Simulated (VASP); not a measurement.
A run of VASP 6.6.1 is set up as follows.

The input INCAR:

```
  PREC = Accurate
  ENCUT = 520
  EDIFF = 1E-7
  ISMEAR = 0
  SIGMA = 0.02
  LREAL = F
  LASPH = T
  NELM = 60
  ALGO = Normal
  ISIF = 2
  LWAVE = F
  LCHARG = F
  LDIPOL = T
  IDIPOL = 3
  DIPOL = 0.5 0.5 0.500
  GGA = PE
  IVDW = 12
  NBANDS = 12
```

File KPOINTS:

```
Automatic mesh
0
Gamma
  9 9 1
```

POSCAR

```
P
1.0
    3.0730000000      0.0000000000      0.0000000000
   -1.5365000000      2.6612960658      0.0000000000
    0.0000000000      0.0000000000     28.0000000000
P
2
Direct
    0.3333333333      0.6666666667      0.5238214286
    0.6666666667      0.3333333333      0.4761785714
```

Potentials or basis: VASP PAW PBE potentials, release 64 (P).

Run with:

```bash
$ cat potpaw_PBE.64/P/POTCAR > POTCAR
$ mpirun -np 1 vasp_std > vasp.out
```

Q: Estimate the dispersion energy per atom.

A: -0.238 eV.

Q: What does it give for the band gap on the k mesh?

A: 0.37 eV (least direct gap 2.66 eV).

Forces on the atoms (eV/Å):
```
P    0.000  0.000 -0.994
P    0.000  0.000  0.994
```
